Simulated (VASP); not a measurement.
# W (P6_3/mmc) in VASP: a series of runs

The runs below take W through single point, with PBE.

Program: VASP 6.6.1. These are calculated values, not measurements. Logs are shortened: lines on timing, memory, paths and dates and some standing lists are left out, and cuts for length are marked.

## 1. The cell of the first run

The structure is hexagonal, space group P6_3/mmc (No. 194). Conventional cell: a = 2.644 Å, b = 2.644 Å, c = 4.586 Å, α = 90.00°, β = 90.00°, γ = 120.00°. Within 3.5 Å of W (site symmetry -6m2) lie 12 W at 2.64 to 2.75 Å.

## 2. Single point, PBE (volume scaled by 0.84)

Contents of INCAR:

```
SYSTEM = W
ALGO     = Normal         ! electronic algorithm
EDIFF    = 1E-6           ! SCF threshold, eV
ENCUT    = 520            ! plane-wave cutoff, eV
GGA      = PE             ! functional
ISIF     = 2              ! what is computed and relaxed
ISMEAR   = -1             ! smearing method
LASPH    = .TRUE.         ! aspherical terms in the spheres
LCHARG   = .FALSE.        ! write CHGCAR
LREAL    = .FALSE.        ! projectors in reciprocal space
LWAVE    = .FALSE.        ! write WAVECAR
NBANDS   = 21             ! bands
NELM     = 60             ! most SCF steps
PREC     = Accurate       ! precision mode
SIGMA    = 0.1            ! smearing width, eV
```

Contents of KPOINTS:

```
k-points
0
G
  17 17 9
  0 0 0
```

Contents of POSCAR:

```
W
1.0
    2.6435304265      0.0000000000      0.0000000000
   -1.3217652133      2.2893645050      0.0000000000
    0.0000000000      0.0000000000      4.5861343546
W
2
Direct
    0.3333333333      0.6666666667      0.2500000000
    0.6666666667      0.3333333333      0.7500000000
```

Potentials or basis: VASP PAW PBE potentials, release 64 (W_sv).

Run with:

```
cat potpaw_PBE.64/W_sv/POTCAR > POTCAR
mpirun -np 1 vasp_std > vasp.out
```

OUTCAR:

```text
SYSTEM = W
   EDIFF = 1E-6
   ENCUT = 520
   GGA = PE
   ISIF = 2
   ISMEAR = -1
   LASPH = .TRUE.
   LREAL = .FALSE.
   NELM = 60
   PREC = Accurate

 ion  position               nearest neighbor table
   1  0.333  0.667  0.250-   2 2.75   2 2.75   2 2.75   2 2.75   2 2.75   2 2.75
   2  0.667  0.333  0.750-   1 2.75   1 2.75   1 2.75   1 2.75   1 2.75   1 2.75

  LATTYP: Found a hexagonal cell.
 ALAT       =     2.6435304265
 C/A-ratio  =     1.7348521162

  Lattice vectors:

 A1 = (   2.6435304265,   0.0000000000,   0.0000000000)
 A2 = (  -1.3217652133,   2.2893645050,   0.0000000000)
 A3 = (   0.0000000000,   0.0000000000,   4.5861343546)

Analysis of symmetry for initial positions (statically):
=====================================================================
 Subroutine PRICEL returns:
 Original cell was already a primitive cell.

 Routine SETGRP: Setting up the symmetry group for a
 hexagonal supercell.

 Subroutine GETGRP returns: Found 24 space group operations
 (whereof 12 operations were pure point group operations)
 out of a pool of 24 trial point group operations.

The static configuration has the point symmetry D_3d.
 The point group associated with its full space group is D_6h.

Analysis of symmetry for dynamics (positions and initial velocities):
=====================================================================
 Subroutine PRICEL returns:
 Original cell was already a primitive cell.

 Routine SETGRP: Setting up the symmetry group for a
 hexagonal supercell.

 Subroutine GETGRP returns: Found 24 space group operations
 (whereof 12 operations were pure point group operations)
 out of a pool of 24 trial point group operations.

The dynamic configuration has the point symmetry D_3d.
 The point group associated with its full space group is D_6h.

 Subroutine INISYM returns: Found 24 space group operations
 (whereof 12 operations are pure point group operations),
 and found     1 'primitive' translations

----------------------------------------------------------------------------------------

                                     Primitive cell

  volume of cell :      27.7553

  direct lattice vectors                    reciprocal lattice vectors
     2.643530426  0.000000000  0.000000000     0.378282009  0.218401220  0.000000000
    -1.321765213  2.289364505  0.000000000     0.000000000  0.436802439  0.000000000
     0.000000000  0.000000000  4.586134355     0.000000000  0.000000000  0.218048562

  length of vectors
     2.643530426  2.643530427  4.586134355     0.436802439  0.436802439  0.218048562

  position of ions in fractional coordinates (direct lattice)
     0.333333333  0.666666667  0.250000000
     0.666666667  0.333333333  0.750000000

  ion indices of the primitive-cell ions
   primitive index   ion index
                 1           1
                 2           2

----------------------------------------------------------------------------------------

 KPOINTS: k-points

Automatic generation of k-mesh.
 Grid dimensions read from file:
 generate k-points for:   17   17    9

 Generating k-lattice:

  Cartesian coordinates                     Fractional coordinates (reciprocal lattice)
     0.022251883  0.012847131  0.000000000     0.058823529  0.000000000  0.000000000
     0.000000000  0.025694261  0.000000000     0.000000000  0.058823529  0.000000000
     0.000000000  0.000000000  0.024227618     0.000000000  0.000000000  0.111111111

  Length of vectors
     0.025694261  0.025694261  0.024227618

  Shift w.r.t. Gamma in fractional coordinates (k-lattice)
     0.000000000  0.000000000  0.000000000

 Subroutine IBZKPT returns following result:
 ===========================================

 Found    165 irreducible k-points:

 Following reciprocal coordinates:
            Coordinates               Weight
  0.000000  0.000000  0.000000      1.000000
  0.058824  0.000000  0.000000      6.000000
  0.117647  0.000000  0.000000      6.000000
  0.176471  0.000000  0.000000      6.000000
  0.235294  0.000000  0.000000      6.000000
  0.294118  0.000000  0.000000      6.000000
[... 16 lines left out ...]
  0.411765  0.117647  0.000000     12.000000
  0.176471  0.176471  0.000000      6.000000
 [... further k-points ...]
   k-points           NKPTS =    165   k-points in BZ     NKDIM =    165   number of bands    NBANDS=     21
   number of dos      NEDOS =    301   number of ions     NIONS =      2
   total plane-waves  NPLWV =  14400
   dimension x,y,z NGX =    20 NGY =   20 NGZ =   36
   dimension x,y,z NGXF=    40 NGYF=   40 NGZF=   72
   ions per type =               2
   NGX,Y,Z   is equivalent  to a cutoff of  12.58, 12.58, 13.05 a.u.
   NGXF,Y,Z  is equivalent  to a cutoff of  25.16, 25.16, 26.10 a.u.
 SYSTEM =  W
   PREC   = accura    normal or accurate (medium, high low for compatibility)
   ISTART =      0    job   : 0-new  1-cont  2-samecut
   ICHARG =      2    charge: 1-file 2-atom 10-const
   ISPIN  =      1    spin polarized calculation?
   LNONCOLLINEAR =      F non collinear calculations
   LSORBIT =      F    spin-orbit coupling
   LASPH  =      T    aspherical Exc in radial PAW
   ENCUT  =  520.0 eV  38.22 Ry    6.18 a.u.   4.92  4.92  8.53*2*pi/ulx,y,z
   NELM   =     60;   NELMIN=  2; NELMDL= -5     # of ELM steps
   EDIFF  = 0.1E-05   stopping-criterion for ELM
   LREAL  =      F    real-space projection
   EDIFFG = 0.1E-04   stopping-criterion for IOM
   NSW    =      0    number of steps for IOM
   IBRION =     -1    ionic relax: 0-MD 1-quasi-New 2-CG
   NFREE  =      0    steps in history (QN), initial steepest desc. (CG)
   ISIF   =      2    stress and relaxation
   ISYM   =      2    0-nonsym 1-usesym 2-fastsym
   POTIM  = 0.5000    time-step for ionic-motion
   TEBEG  =    0.0;   TEEND  =   0.0 temperature during run
   PSTRESS=    0.0 pullay stress
   NELECT =      28.0000    total number of electrons
   NUPDOWN=      -1.0000    fix difference up-down
   EMIN   =  10.00;   EMAX   =-10.00  energy-range for DOS
   EFERMI =   0.00;   METHOD = LEGACY
   ISMEAR =    -1;   SIGMA  =   0.10  broadening in eV -4-tet -1-fermi 0-gaus
   EFERMI_NEDOS =   21; number of points for ismear=-14 and -15
   IALGO  =     38    algorithm
   IMIX   =      4    mixing-type and parameters
     AMIX     =   0.40;   BMIX     =  1.00
     AMIX_MAG =   1.60;   BMIX_MAG =  1.00
  volume/ion in A,a.u.               =      13.88        93.65
  Fermi-wavevector in a.u.,A,eV,Ry     =   1.641895  3.102732 36.678867  2.695821
  Thomas-Fermi vector in A             =   2.732289
   LORBIT       =      0    0 simple, 1 ext, 2 COOP (PROOUT), +10 PAW based schemes
   GGA     = PE    functional components
   LHFCALC =     F    Hartree Fock is set to
   AEXX    =    0.0000 exact exchange contribution
   IVDW    =     0    specifies the selected vdW correction
   LEPSILON=     F    determine dielectric tensor
   LRPA    =     F    only Hartree local field effects (RPA)
 non-spin polarized calculation
  energy-cutoff  :      520.00
  volume of cell :       27.76
 maximum number of plane-waves:       764
 NGX is ok and might be reduce to    20
   NGX =  9   NGY =  9   NGZ = 17

 number of electron      28.0000003 magnetization

 Free energy of the ion-electron system (eV)
  ---------------------------------------------------
  ext. energy  EPLUGINS =         0.00000000
  ---------------------------------------------------
  free energy    TOTEN  =       -23.93684333 eV

  energy without entropy =      -23.87578847  energy(sigma->0) =      -23.90631590

 E-fermi :  13.0622     XC(G=0): -14.3924

 val. band max:       13.0578405519   @ k =   0.3529   0.1176   0.1111
 cond. band min:      13.0652682813   @ k =   0.2941   0.1765   0.2222
 fundamental gap:      0.0074277294
 Fermi energy:        13.0621615959

 k-point     1 :       0.0000    0.0000    0.0000
  band No.  band energies     occupation
      1     -60.4549      2.00000
      2     -60.2814      2.00000
      3     -25.6794      2.00000
      4     -23.9463      2.00000
      5     -23.8767      2.00000
      6     -23.8767      2.00000
[... 13 lines left out ...]
     20      18.2921      0.00000
     21      24.4653      0.00000

 k-point     2 :       0.0588    0.0000    0.0000
  band No.  band energies     occupation
      1     -60.4473      2.00000
      2     -60.2764      2.00000
      3     -25.6579      2.00000
      4     -23.9504      2.00000
      5     -23.9429      2.00000
      6     -23.8952      2.00000
[... 13 lines left out ...]
     20      18.8433      0.00000
     21      24.4976      0.00000

 k-point     3 :       0.1176    0.0000    0.0000
  band No.  band energies     occupation
      1     -60.4254      2.00000
      2     -60.2621      2.00000
      3     -25.5952      2.00000
      4     -24.1309      2.00000
      5     -23.9633      2.00000
      6     -23.9495      2.00000
[... 13 lines left out ...]
     20      20.0418      0.00000
     21      24.4792      0.00000

 k-point     4 :       0.1765    0.0000    0.0000
  band No.  band energies     occupation
      1     -60.3917      2.00000
      2     -60.2407      2.00000
      3     -25.4957      2.00000
      4     -24.4114      2.00000
      5     -24.2273      2.00000
      6     -24.0235      2.00000
[... 13 lines left out ...]
     20      21.4300      0.00000
     21      24.2531      0.00000

 k-point     5 :       0.2353    0.0000    0.0000
  band No.  band energies     occupation
      1     -60.3501      2.00000
      2     -60.2156      2.00000
      3     -25.3668      2.00000
      4     -24.7420      2.00000
      5     -24.5472      2.00000
      6     -24.1124      2.00000
[... 13 lines left out ...]
     20      22.8125      0.00000
     21      23.8329      0.00000
[... 382 lines left out ...]
     20      23.6678      0.00000
     21      26.0955      0.00000

 k-point    22 :       0.3529    0.1176    0.0000
  band No.  band energies     occupation
      1     -60.2191      2.00000
      2     -60.1533      2.00000
      3     -25.5234      2.00000
      4     -25.2953      2.00000
      5     -24.8855      2.00000
      6     -24.4733      2.00000
[... 13 lines left out ...]
     20      24.4275      0.00000
     21      25.2246      0.00000

 k-point    23 :       0.4118    0.1176    0.0000
  band No.  band energies     occupation
      1     -60.2000      2.00000
      2     -60.1486      2.00000
      3     -25.6253      2.00000
      4     -25.3776      2.00000
      5     -24.7943      2.00000
      6     -24.5178      2.00000
[... 13 lines left out ...]
     20      23.6899      0.00000
     21      25.1890      0.00000

 k-point    24 :       0.1765    0.1765    0.0000
  band No.  band energies     occupation
      1     -60.2954      2.00000
      2     -60.1855      2.00000
      3     -25.1846      2.00000
      4     -24.9537      2.00000
      5     -24.9492      2.00000
      6     -24.2721      2.00000
[... 13 lines left out ...]
     20      23.5852      0.00000
     21      25.0440      0.00000

 [... further k-points ...]

------------------------ aborting loop because EDIFF is reached ----------------------------------------

  FORCE on cell =-STRESS in cart. coord.  units (eV):
  Direction    XX          YY          ZZ          XY          YZ          ZX
  --------------------------------------------------------------------------------------
  -------------------------------------------------------------------------------------
  Total       12.0771980     12.0771980     12.0393016     -0.0000000      0.0000000      0.0000000
  in kB      697.1572334    697.1572334    694.9696583     -0.0000000      0.0000000      0.0000000
  external PRESSURE =     696.4280417 kB  Pullay stress =       0.0000000 kB

 VOLUME and BASIS-vectors are now :
 -----------------------------------------------------------------------------
  energy-cutoff  :      520.00
  volume of cell :       27.76
      direct lattice vectors                 reciprocal lattice vectors
     2.643530426  0.000000000  0.000000000     0.378282009  0.218401220  0.000000000
    -1.321765213  2.289364505  0.000000000     0.000000000  0.436802439  0.000000000
     0.000000000  0.000000000  4.586134355     0.000000000  0.000000000  0.218048562

 POSITION                                       TOTAL-FORCE (eV/Angst)
 -----------------------------------------------------------------------------------
     -0.00000      1.52624      1.14653        -0.000000      0.000000      0.000000
      1.32177      0.76312      3.43960         0.000000     -0.000000      0.000000
 -----------------------------------------------------------------------------------
    total drift:                                0.000000     -0.000000      0.000000

  FREE ENERGIE OF THE ION-ELECTRON SYSTEM (eV)
  ---------------------------------------------------
  free  energy   TOTEN  =       -23.9368433346 eV

  energy  without entropy=      -23.8757884691  energy(sigma->0) =      -23.90631590
```

Run time: 57 s. Hardware: 1 thread of AMD EPYC 7R43 (Zen 3), shared host; peak memory 0.16 GiB.

Results:

```yaml
Free_energy: -23.9368 eV
Pressure: 69.6 GPa
Band_gap_on_the_k_mesh: zero (band 14 reaches 14.46 eV, above the bottom of band 15 at 12.43 eV)
```

Stress tensor (GPa, compression positive):
```
69.72  0.00  0.00
 0.00 69.72  0.00
 0.00  0.00 69.50
```

Caveat: spin-orbit coupling is left out, which moves the levels of the heavy elements.

## 3. Single point, PBE (volume scaled by 0.84)

Contents of INCAR:

```
  PREC = Accurate
  ENCUT = 520
  EDIFF = 1E-6
  ISMEAR = -1
  SIGMA = 0.1
  LREAL = False
  LASPH = True
  NELM = 100
  ALGO = Normal
  ISIF = 2
  LWAVE = False
  LCHARG = False
  GGA = PE
  NBANDS = 21
```

Contents of KPOINTS:

```
regular mesh
0
Gamma
  17 17 9
```

POSCAR is that of step 2.

Potentials or basis: VASP PAW PBE potentials, release 64 (W_sv).

Run with:

```
cat potpaw_PBE.64/W_sv/POTCAR > POTCAR
mpirun -np 1 vasp_std > vasp.out
```

OUTCAR:

```text
PREC = Accurate
   ENCUT = 520
   EDIFF = 1E-6
   ISMEAR = -1
   LREAL = False
   LASPH = True
   NELM = 100
   ISIF = 2
   GGA = PE

 ion  position               nearest neighbor table
   1  0.333  0.667  0.250-   2 2.75   2 2.75   2 2.75   2 2.75   2 2.75   2 2.75
   2  0.667  0.333  0.750-   1 2.75   1 2.75   1 2.75   1 2.75   1 2.75   1 2.75

  LATTYP: Found a hexagonal cell.
 ALAT       =     2.6435304265
 C/A-ratio  =     1.7348521162

  Lattice vectors:

 A1 = (   2.6435304265,   0.0000000000,   0.0000000000)
[... 191 lines left out ...]
      4     -23.9463      2.00000
      5     -23.8767      2.00000
      6     -23.8767      2.00000
[... 565 lines left out ...]
     20      23.5852      0.00000
     21      25.0440      0.00000

 [... further k-points ...]
[... 5 lines left out ...]
  --------------------------------------------------------------------------------------
  -------------------------------------------------------------------------------------
  Total       12.0771980     12.0771980     12.0393016     -0.0000000      0.0000000      0.0000000
  in kB      697.1572334    697.1572334    694.9696583     -0.0000000      0.0000000      0.0000000
  external PRESSURE =     696.4280417 kB  Pullay stress =       0.0000000 kB

 VOLUME and BASIS-vectors are now :
 -----------------------------------------------------------------------------
  energy-cutoff  :      520.00
  volume of cell :       27.76
      direct lattice vectors                 reciprocal lattice vectors
     2.643530426  0.000000000  0.000000000     0.378282009  0.218401220  0.000000000
    -1.321765213  2.289364505  0.000000000     0.000000000  0.436802439  0.000000000
     0.000000000  0.000000000  4.586134355     0.000000000  0.000000000  0.218048562

 POSITION                                       TOTAL-FORCE (eV/Angst)
 -----------------------------------------------------------------------------------
     -0.00000      1.52624      1.14653        -0.000000      0.000000      0.000000
      1.32177      0.76312      3.43960         0.000000     -0.000000      0.000000
 -----------------------------------------------------------------------------------
    total drift:                                0.000000     -0.000000      0.000000

  FREE ENERGIE OF THE ION-ELECTRON SYSTEM (eV)
  ---------------------------------------------------
  free  energy   TOTEN  =       -23.9368433346 eV

  energy  without entropy=      -23.8757884691  energy(sigma->0) =      -23.90631590
```

OSZICAR:

```text
N       E                     dE             d eps       ncg     rms          rms(c)
DAV:   1     0.293619250739E+03    0.29362E+03   -0.17070E+04  6962   0.162E+03
DAV:   2    -0.154905056977E+02   -0.30911E+03   -0.30136E+03  7489   0.476E+02
DAV:   3    -0.248021570354E+02   -0.93117E+01   -0.91517E+01  7833   0.833E+01
DAV:   4    -0.248773723788E+02   -0.75215E-01   -0.75163E-01  7578   0.791E+00
DAV:   5    -0.248781035431E+02   -0.73116E-03   -0.73116E-03  7795   0.777E-01    0.370E+01
DAV:   6    -0.241689427502E+02    0.70916E+00   -0.69942E-01  7619   0.856E+00    0.170E+01
DAV:   7    -0.239436219990E+02    0.22532E+00   -0.50042E-01  7706   0.668E+00    0.542E-01
DAV:   8    -0.239368683630E+02    0.67536E-02   -0.12702E-02  7200   0.123E+00    0.972E-02
DAV:   9    -0.239368404732E+02    0.27890E-04   -0.17733E-04  8357   0.129E-01    0.436E-02
DAV:  10    -0.239368428599E+02   -0.23867E-05   -0.35505E-05  7611   0.592E-02    0.116E-02
DAV:  11    -0.239368433346E+02   -0.47467E-06   -0.10710E-06  5110   0.106E-02
   1 F= -.23936843E+02 E0= -.23906316E+02  d E =-.610549E-01
```

Run time: 59 s. Hardware: 1 thread of AMD EPYC 7R43 (Zen 3), shared host; peak memory 0.16 GiB.

Results:

| Quantity | Value |
| --- | --- |
| Free energy | -23.9368 eV |
| Pressure | 69.6 GPa |
| Band gap on the k mesh | zero (band 14 reaches 14.46 eV, above the bottom of band 15 at 12.43 eV) |

Levels at points of the mesh, in eV from the Fermi level:
| k point | band 11 | band 12 | band 13 | band 14 | band 15 | band 16 | band 17 | band 18 |
| --- | --- | --- | --- | --- | --- | --- | --- | --- |
| (0.00, 0.00, 0.00) | -1.85 | -0.74 | -0.74 | 0.09 | 0.09 | 0.51 | 2.10 | 2.10 |

Caveat: spin-orbit coupling is left out, which moves the levels of the heavy elements.

## 4. Single point, PBE (volume scaled by 0.92)

Contents of INCAR:

```
SYSTEM = W
PREC = Accurate
ENCUT = 520
EDIFF = 1E-7
ISMEAR = -1
SIGMA = 0.1
LREAL = .FALSE.
LASPH = .TRUE.
NELM = 80
ALGO = Normal
ISIF = 2
LWAVE = .FALSE.
LCHARG = .FALSE.
GGA = PE
NBANDS = 21
```

Contents of KPOINTS:

```
regular mesh
0
G
  17 17 9
  0 0 0
```

Contents of POSCAR:

```
W
1.0
    2.7131568567      0.0000000000      0.0000000000
   -1.3565784284      2.3496627624      0.0000000000
    0.0000000000      0.0000000000      4.7684160017
W
2
Direct
    0.3333333333      0.6666666667      0.2500000000
    0.6666666667      0.3333333333      0.7500000000
```

Run with:

```
cat potpaw_PBE.64/W_sv/POTCAR > POTCAR
mpirun -np 1 vasp_std > vasp.out
```

It took 71 s on 1 thread of AMD EPYC 7R43 (Zen 3), shared host; peak memory 0.17 GiB.

The run converged. Its results:

* Free energy: -24.7212 eV
* Pressure: 28.1 GPa
* Band gap on the k mesh: zero (band 14 reaches 13.02 eV, above the bottom of band 15 at 11.19 eV)

Stress tensor (GPa, compression positive):
```
28.13  0.00  0.00
 0.00 28.13  0.00
 0.00  0.00 27.91
```

Levels at points of the mesh, in eV from the Fermi level:
```tsv
k point	band 11	band 12	band 13	band 14	band 15	band 16	band 17	band 18
(0.00, 0.00, 0.00)	-1.74	-0.55	-0.55	0.02	0.13	0.13	2.06	2.06
```

Caveat: spin-orbit coupling is left out, which moves the levels of the heavy elements.
